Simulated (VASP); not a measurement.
# Nb (Im-3m) in VASP: further runs

The runs below take Nb through single point, relaxation of cell and atoms, with PBEsol.

Program: VASP 6.6.1. These are calculated values, not measurements. Logs are shortened: lines on timing, memory, paths and dates and some standing lists are left out, and cuts for length are marked.

### Step 1. The cell of the first run

The structure is cubic, space group Im-3m (No. 229). The conventional cell has a = 3.274 Å, b = 3.274 Å, c = 3.274 Å, α = 90.00°, β = 90.00°, γ = 90.00°. Nb (site symmetry m-3m) has 14 Nb at 2.83 to 3.27 Å within 3.7 Å.

### Step 2. Single point, PBEsol

Contents of INCAR:

```
PREC = Accurate
ENCUT = 520
EDIFF = 1E-7
ISMEAR = -1
SIGMA = 0.1
LREAL = False
LASPH = True
NELM = 80
ALGO = Normal
ISIF = 2
LWAVE = False
LCHARG = False
GGA = PS
NBANDS = 12
```

Contents of KPOINTS:

```
regular mesh
0
Gamma
  18 18 18
```

Contents of POSCAR:

```
Nb
1.0
   -1.6367665204      1.6367665204      1.6367665204
    1.6367665204     -1.6367665204      1.6367665204
    1.6367665204      1.6367665204     -1.6367665204
Nb
1
Direct
    0.0000000000      0.0000000000      0.0000000000
```

Potentials or basis: VASP PAW PBE potentials, release 64 (Nb_sv).

On the command line:

```bash
$ cat potpaw_PBE.64/Nb_sv/POTCAR > POTCAR
$ mpirun -np 1 vasp_std > vasp.out
```

OUTCAR:

```text
PREC = Accurate
   ENCUT = 520
   EDIFF = 1E-7
   ISMEAR = -1
   LREAL = False
   LASPH = True
   NELM = 80
   ISIF = 2
   GGA = PS

 ion  position               nearest neighbor table
   1  0.000  0.000  0.000-

  LATTYP: Found a body centered cubic cell.
 ALAT       =     3.2735330408

  Lattice vectors:

 A1 = (  -1.6367665204,   1.6367665204,   1.6367665204)
 A2 = (   1.6367665204,  -1.6367665204,   1.6367665204)
 A3 = (   1.6367665204,   1.6367665204,  -1.6367665204)

Analysis of symmetry for initial positions (statically):
=====================================================================
 Subroutine PRICEL returns:
 Original cell was already a primitive cell.

 Routine SETGRP: Setting up the symmetry group for a
 body centered cubic supercell.

 Subroutine GETGRP returns: Found 48 space group operations
 (whereof 48 operations were pure point group operations)
 out of a pool of 48 trial point group operations.

The static configuration has the point symmetry O_h .

Analysis of symmetry for dynamics (positions and initial velocities):
=====================================================================
 Subroutine PRICEL returns:
 Original cell was already a primitive cell.

 Routine SETGRP: Setting up the symmetry group for a
 body centered cubic supercell.

 Subroutine GETGRP returns: Found 48 space group operations
 (whereof 48 operations were pure point group operations)
 out of a pool of 48 trial point group operations.

The dynamic configuration has the point symmetry O_h .

 Subroutine INISYM returns: Found 48 space group operations
 (whereof 48 operations are pure point group operations),
 and found     1 'primitive' translations

----------------------------------------------------------------------------------------

                                     Primitive cell

  volume of cell :      17.5396

  direct lattice vectors                    reciprocal lattice vectors
    -1.636766520  1.636766520  1.636766520     0.000000000  0.305480344  0.305480344
     1.636766520 -1.636766520  1.636766520     0.305480344  0.000000000  0.305480344
     1.636766520  1.636766520 -1.636766520     0.305480344  0.305480344  0.000000000

  length of vectors
     2.834962773  2.834962773  2.834962773     0.432014446  0.432014446  0.432014446

  position of ions in fractional coordinates (direct lattice)
     0.000000000  0.000000000  0.000000000

  ion indices of the primitive-cell ions
   primitive index   ion index
                 1           1

----------------------------------------------------------------------------------------

 KPOINTS: regular mesh

Automatic generation of k-mesh.
 Grid dimensions read from file:
 generate k-points for:   18   18   18

 Generating k-lattice:

  Cartesian coordinates                     Fractional coordinates (reciprocal lattice)
     0.000000000  0.016971130  0.016971130     0.055555556  0.000000000  0.000000000
     0.016971130  0.000000000  0.016971130     0.000000000  0.055555556  0.000000000
     0.016971130  0.016971130  0.000000000     0.000000000  0.000000000  0.055555556

  Length of vectors
     0.024000803  0.024000803  0.024000803

  Shift w.r.t. Gamma in fractional coordinates (k-lattice)
     0.000000000  0.000000000  0.000000000

 Subroutine IBZKPT returns following result:
 ===========================================

 Found    195 irreducible k-points:

 Following reciprocal coordinates:
            Coordinates               Weight
  0.000000  0.000000  0.000000      1.000000
  0.055556  0.000000  0.000000     12.000000
  0.111111  0.000000  0.000000     12.000000
  0.166667  0.000000  0.000000     12.000000
  0.222222  0.000000  0.000000     12.000000
  0.277778  0.000000  0.000000     12.000000
[... 16 lines left out ...]
  0.333333  0.111111 -0.000000     48.000000
  0.388889  0.111111  0.000000     48.000000
 [... further k-points ...]
   k-points           NKPTS =    195   k-points in BZ     NKDIM =    195   number of bands    NBANDS=     12
   number of dos      NEDOS =    301   number of ions     NIONS =      1
   total plane-waves  NPLWV =  13824
   dimension x,y,z NGX =    24 NGY =   24 NGZ =   24
   dimension x,y,z NGXF=    48 NGYF=   48 NGZF=   48
   ions per type =               1
   NGX,Y,Z   is equivalent  to a cutoff of  14.07, 14.07, 14.07 a.u.
   NGXF,Y,Z  is equivalent  to a cutoff of  28.15, 28.15, 28.15 a.u.
 SYSTEM =  unknown system
   PREC   = accura    normal or accurate (medium, high low for compatibility)
   ISTART =      0    job   : 0-new  1-cont  2-samecut
   ICHARG =      2    charge: 1-file 2-atom 10-const
   ISPIN  =      1    spin polarized calculation?
   LNONCOLLINEAR =      F non collinear calculations
   LSORBIT =      F    spin-orbit coupling
   LASPH  =      T    aspherical Exc in radial PAW
   ENCUT  =  520.0 eV  38.22 Ry    6.18 a.u.   5.27  5.27  5.27*2*pi/ulx,y,z
   NELM   =     80;   NELMIN=  2; NELMDL= -5     # of ELM steps
   EDIFF  = 0.1E-06   stopping-criterion for ELM
   LREAL  =      F    real-space projection
   EDIFFG = 0.1E-05   stopping-criterion for IOM
   NSW    =      0    number of steps for IOM
   IBRION =     -1    ionic relax: 0-MD 1-quasi-New 2-CG
   NFREE  =      0    steps in history (QN), initial steepest desc. (CG)
   ISIF   =      2    stress and relaxation
   ISYM   =      2    0-nonsym 1-usesym 2-fastsym
   POTIM  = 0.5000    time-step for ionic-motion
   TEBEG  =    0.0;   TEEND  =   0.0 temperature during run
   PSTRESS=    0.0 pullay stress
   NELECT =      13.0000    total number of electrons
   NUPDOWN=      -1.0000    fix difference up-down
   EMIN   =  10.00;   EMAX   =-10.00  energy-range for DOS
   EFERMI =   0.00;   METHOD = LEGACY
   ISMEAR =    -1;   SIGMA  =   0.10  broadening in eV -4-tet -1-fermi 0-gaus
   EFERMI_NEDOS =   21; number of points for ismear=-14 and -15
   IALGO  =     38    algorithm
   IMIX   =      4    mixing-type and parameters
     AMIX     =   0.40;   BMIX     =  1.00
     AMIX_MAG =   1.60;   BMIX_MAG =  1.00
  volume/ion in A,a.u.               =      17.54       118.36
  Fermi-wavevector in a.u.,A,eV,Ry     =   1.481549  2.799721 29.864599  2.194986
  Thomas-Fermi vector in A             =   2.595445
   LORBIT       =      0    0 simple, 1 ext, 2 COOP (PROOUT), +10 PAW based schemes
   GGA     = PS    functional components
   LHFCALC =     F    Hartree Fock is set to
   AEXX    =    0.0000 exact exchange contribution
   IVDW    =     0    specifies the selected vdW correction
   LEPSILON=     F    determine dielectric tensor
   LRPA    =     F    only Hartree local field effects (RPA)
 non-spin polarized calculation
  energy-cutoff  :      520.00
  volume of cell :       17.54
 maximum number of plane-waves:       490
 NGX is ok and might be reduce to    24

 number of electron      13.0000001 magnetization

 Free energy of the ion-electron system (eV)
  ---------------------------------------------------
  ext. energy  EPLUGINS =         0.00000000
  ---------------------------------------------------
  free energy    TOTEN  =       -10.97665791 eV

  energy without entropy =      -10.92910911  energy(sigma->0) =      -10.95288351

 E-fermi :  11.4280     XC(G=0): -12.7676

 val. band max:       11.4034605338   @ k =   0.3333   0.1667   0.1667
 cond. band min:      11.4302361510   @ k =   0.2778   0.0556   0.0000
 fundamental gap:      0.0267756171
 Fermi energy:        11.4279813221

 k-point     1 :       0.0000    0.0000    0.0000
  band No.  band energies     occupation
      1     -42.8172      2.00000
      2     -18.0728      2.00000
      3     -18.0728      2.00000
      4     -18.0728      2.00000
      5       5.3977      2.00000
      6      11.7764      0.05951
      7      11.7764      0.05951
      8      11.7764      0.05951
      9      14.7760      0.00000
     10      14.7760      0.00000
     11      25.7025      0.00000
     12      25.7025      0.00000

 k-point     2 :       0.0556    0.0000    0.0000
  band No.  band energies     occupation
      1     -42.8091      2.00000
      2     -18.1215      2.00000
      3     -18.0874      2.00000
      4     -18.0732      2.00000
      5       5.5304      2.00000
      6      11.6935      0.13132
      7      11.7575      0.07150
      8      11.9034      0.01708
      9      14.6445      0.00000
     10      14.7757      0.00000
     11      25.8148      0.00000
     12      25.9315      0.00000

 k-point     3 :       0.1111    0.0000    0.0000
  band No.  band energies     occupation
      1     -42.7857      2.00000
      2     -18.2602      2.00000
      3     -18.1294      2.00000
      4     -18.0745      2.00000
      5       5.9096      2.00000
      6      11.4647      0.81856
      7      11.6767      0.15358
      8      12.2795      0.00040
      9      14.3650      0.00000
     10      14.7814      0.00000
     11      26.0941      0.00000
     12      26.5965      0.00000

 k-point     4 :       0.1667    0.0000    0.0000
  band No.  band energies     occupation
      1     -42.7496      2.00000
      2     -18.4682      2.00000
      3     -18.1931      2.00000
      4     -18.0765      2.00000
      5       6.4744      2.00000
      6      11.1390      1.89465
      7      11.5032      0.64068
      8      12.8903      0.00000
      9      14.1663      0.00000
     10      14.8103      0.00000
     11      26.3372      0.00000
     12      27.6424      0.00000

 k-point     5 :       0.2222    0.0000    0.0000
  band No.  band energies     occupation
      1     -42.7050      2.00000
      2     -18.7168      2.00000
      3     -18.2702      2.00000
      4     -18.0790      2.00000
      5       7.1004      2.00000
      6      10.7734      1.99713
      7      11.3229      1.48199
      8      13.7103      0.00000
      9      14.1740      0.00000
     10      14.8798      0.00000
     11      26.1983      0.00000
     12      27.9254      0.00000
[... 228 lines left out ...]
      1     -42.6424      2.00000
      2     -19.0064      2.00000
      3     -18.3687      2.00000
      4     -18.1406      2.00000
      5       7.9307      2.00000
      6      10.4266      1.99991
      7      10.9587      1.98185
      8      14.0100      0.00000
      9      15.2409      0.00000
     10      15.3725      0.00000
     11      25.9043      0.00000
     12      27.2316      0.00000

 k-point    22 :       0.2778    0.1111   -0.0000
  band No.  band energies     occupation
      1     -42.5996      2.00000
      2     -19.2060      2.00000
      3     -18.4596      2.00000
      4     -18.1459      2.00000
      5       8.1272      2.00000
      6      10.1464      1.99999
      7      11.3415      1.40751
      8      14.2766      0.00000
      9      15.4492      0.00000
     10      16.4377      0.00000
     11      24.9689      0.00000
     12      26.2693      0.00000

 k-point    23 :       0.3333    0.1111   -0.0000
  band No.  band energies     occupation
      1     -42.5645      2.00000
      2     -19.3650      2.00000
      3     -18.5341      2.00000
      4     -18.1498      2.00000
      5       8.0746      2.00000
      6       9.9417      2.00000
      7      11.9979      0.00667
      8      14.5514      0.00000
      9      15.5986      0.00000
     10      17.5414      0.00000
     11      24.1967      0.00000
     12      25.0964      0.00000

 k-point    24 :       0.3889    0.1111    0.0000
  band No.  band energies     occupation
      1     -42.5415      2.00000
      2     -19.4673      2.00000
      3     -18.5827      2.00000
      4     -18.1522      2.00000
      5       7.9709      2.00000
      6       9.8160      2.00000
      7      12.6070      0.00002
      8      14.6734      0.00000
      9      15.8063      0.00000
     10      18.4102      0.00000
     11      23.6232      0.00000
     12      24.2008      0.00000

 [... further k-points ...]

------------------------ aborting loop because EDIFF is reached ----------------------------------------

  FORCE on cell =-STRESS in cart. coord.  units (eV):
  Direction    XX          YY          ZZ          XY          YZ          ZX
  --------------------------------------------------------------------------------------
  -------------------------------------------------------------------------------------
  Total       -0.0324064     -0.0324064     -0.0324064      0.0000000      0.0000000     -0.0000000
  in kB       -2.9602023     -2.9602023     -2.9602023      0.0000000      0.0000000     -0.0000000
  external PRESSURE =      -2.9602023 kB  Pullay stress =       0.0000000 kB

 VOLUME and BASIS-vectors are now :
 -----------------------------------------------------------------------------
  energy-cutoff  :      520.00
  volume of cell :       17.54
      direct lattice vectors                 reciprocal lattice vectors
    -1.636766520  1.636766520  1.636766520     0.000000000  0.305480344  0.305480344
     1.636766520 -1.636766520  1.636766520     0.305480344  0.000000000  0.305480344
     1.636766520  1.636766520 -1.636766520     0.305480344  0.305480344  0.000000000

 POSITION                                       TOTAL-FORCE (eV/Angst)
 -----------------------------------------------------------------------------------
      0.00000      0.00000      0.00000         0.000000     -0.000000      0.000000
 -----------------------------------------------------------------------------------
    total drift:                               -0.000000      0.000000      0.000000

  FREE ENERGIE OF THE ION-ELECTRON SYSTEM (eV)
  ---------------------------------------------------
  free  energy   TOTEN  =       -10.9766579069 eV

  energy  without entropy=      -10.9291091140  energy(sigma->0) =      -10.95288351
```

Run time: 24 s. Hardware: 1 thread of AMD EPYC 9R45 (Zen 5), shared host; peak memory 0.14 GiB.

What came out:

- Free energy: -10.9767 eV
- Pressure: -0.3 GPa
- Band gap on the k mesh: zero (an odd number of electrons rules out a gap without spin polarisation)

Caveat: the PAW data sets were made with another functional, which shifts forces and pressure a little.

### Step 3. Relaxation of cell and atoms, PBEsol

This run uses another cell than the first one, of 17.98 Å³/atom.

Contents of INCAR:

```
PREC = Accurate
ENCUT = 600
EDIFF = 1E-6
ISMEAR = -1
SIGMA = 0.1
LREAL = False
LASPH = True
NELM = 80
ALGO = Normal
ISIF = 3
LWAVE = False
LCHARG = False
GGA = PS
IBRION = 2
NSW = 60
EDIFFG = -0.005
```

Contents of KPOINTS:

```
Automatic mesh
0
Gamma
  18 18 18
```

Contents of POSCAR:

```
Nb
1.0
   -1.6503519298      1.6503519298      1.6503519298
    1.6503519298     -1.6503519298      1.6503519298
    1.6503519298      1.6503519298     -1.6503519298
Nb
1
Direct
    0.0000000000      0.0000000000      0.0000000000
```

Potentials or basis: VASP PAW PBE potentials, release 64 (Nb_sv).

On the command line:

```bash
$ cat potpaw_PBE.64/Nb_sv/POTCAR > POTCAR
$ mpirun -np 1 vasp_std > vasp.out
```

It took 58 s on 1 thread of AMD EPYC 9R45 (Zen 5), shared host; peak memory 0.15 GiB.

It converged, with:

- Free energy: -10.9771 eV
- Relaxed volume: 17.51 Å³/atom
- Relaxed cell: a = 2.834 Å, b = 2.834 Å, c = 2.834 Å, α = 109.47°, β = 109.47°, γ = 109.47°
- Space group after relaxing (to 0.1 Å): Im-3m (No. 229)
- Energy gained by relaxing: 6.7 meV/atom
- Ionic steps: 4
- Pressure after relaxing: 0.0 GPa
- Band gap on the k mesh: zero (an odd number of electrons rules out a gap without spin polarisation)

The path:
```
step  energy change (eV)  largest force (eV/Å)  pressure (GPa)  volume (Å³)
   1              0.0000                0.0000           -4.55        17.98
   2              0.0172                0.0000            9.54        16.68
   3             -0.0067                0.0000           -0.10        17.52
   4             -0.0067                0.0000            0.01        17.51
```

Final structure:
```
Nb
1.0
    -1.63596    1.63596    1.63596
     1.63596   -1.63596    1.63596
     1.63596    1.63596   -1.63596
Nb
1
Direct
  0.00000 0.00000 0.00000
```

Levels at points of the mesh, in eV from the Fermi level:
```tsv
k point	band 2	band 3	band 4	band 5	band 6	band 7	band 8	band 9	band 10
(0.00, 0.00, 0.00)	-29.50	-29.50	-29.50	-6.03	0.35	0.35	0.35	3.35	3.35
(0.50, 0.00, 0.00)	-30.99	-29.96	-29.51	-3.87	-1.76	2.41	3.40	4.11	6.64
(0.50, 0.50, 0.50)	-30.51	-30.51	-30.51	-3.91	-3.91	5.83	5.83	5.83	9.28
```

Caveat: the PAW data sets were made with another functional, which shifts forces and pressure a little.

### Step 4. Single point, PBEsol

This run uses another cell than the first one: it holds 2 atoms, not 1.

Contents of INCAR:

```
SYSTEM = Nb
PREC = Accurate
ENCUT = 520
EDIFF = 1E-6
ISMEAR = -1
SIGMA = 0.1
LREAL = .FALSE.
LASPH = .TRUE.
NELM = 80
ALGO = Normal
ISIF = 2
LWAVE = .FALSE.
LCHARG = .FALSE.
GGA = PS
NBANDS = 20
```

Contents of KPOINTS:

```
Automatic mesh
0
G
  12 12 7
  0 0 0
```

Contents of POSCAR:

```
Nb
1.0
   -1.6367665204      1.6367665204      1.6367665204
    1.6367665204     -1.6367665204      1.6367665204
    3.2735330409      3.2735330409      0.0000000000
Nb
2
Direct
    0.0000000000      0.0000000000      0.0000000000
    0.5000000000      0.5000000000      0.5000000000
```

On the command line:

```bash
$ cat potpaw_PBE.64/Nb_sv/POTCAR > POTCAR
$ mpirun -np 1 vasp_std > vasp.out
```

It took 56 s on 1 thread of AMD EPYC 9R45 (Zen 5), shared host; peak memory 0.19 GiB.

The run converged. Its results:

```
Free energy            : -21.9597 eV
Pressure               : -0.5 GPa
Band gap on the k mesh : zero (bands 13 and 14 overlap by 3.37 eV)
```

Levels at points of the mesh, in eV from the Fermi level:
| k point | band 10 | band 11 | band 12 | band 13 | band 14 | band 15 | band 16 | band 17 |
| --- | --- | --- | --- | --- | --- | --- | --- | --- |
| (0.00, 0.00, 0.00) | -3.86 | -1.75 | 0.35 | 0.36 | 0.36 | 2.41 | 3.35 | 3.35 |
| (0.50, 0.00, 0.00) | -2.52 | -1.45 | -1.45 | -0.34 | -0.34 | 2.99 | 2.99 | 4.21 |
| (0.50, 0.50, 0.00) | -3.90 | -3.86 | -1.75 | 2.41 | 3.40 | 4.11 | 5.82 | 5.82 |

Caveat: the PAW data sets were made with another functional, which shifts forces and pressure a little.

### Step 5. The runs side by side

```tsv
task	cell	k mesh	cutoff (eV)	gap on the mesh (eV)	pressure (GPa)
single point	a = 2.835 Å, angles 109.5°, 1 atom, atomic positions A	18 × 18 × 18	520	none	-0.3
relaxation of cell and atoms	relaxed from a = 2.858 Å, angles 109.5°, 1 atom, atomic positions A	18 × 18 × 18	600	none	0.0
single point	a = 2.835, b = 2.835, c = 4.629 Å, angles 90.0, 90.0, 109.5°, 2 atoms, atomic positions B	12 × 12 × 7	520	none	-0.5
```

Alike in all rows: level PBEsol; potentials or basis VASP PAW PBE potentials, release 64 (Nb_sv); no spin polarisation; smearing fermi-dirac 0.1 eV.

Caveats: the PAW data sets were made with another functional, which shifts forces and pressure a little.

Total energies depend on the potentials used, so only differences within one code and one set of settings carry meaning.
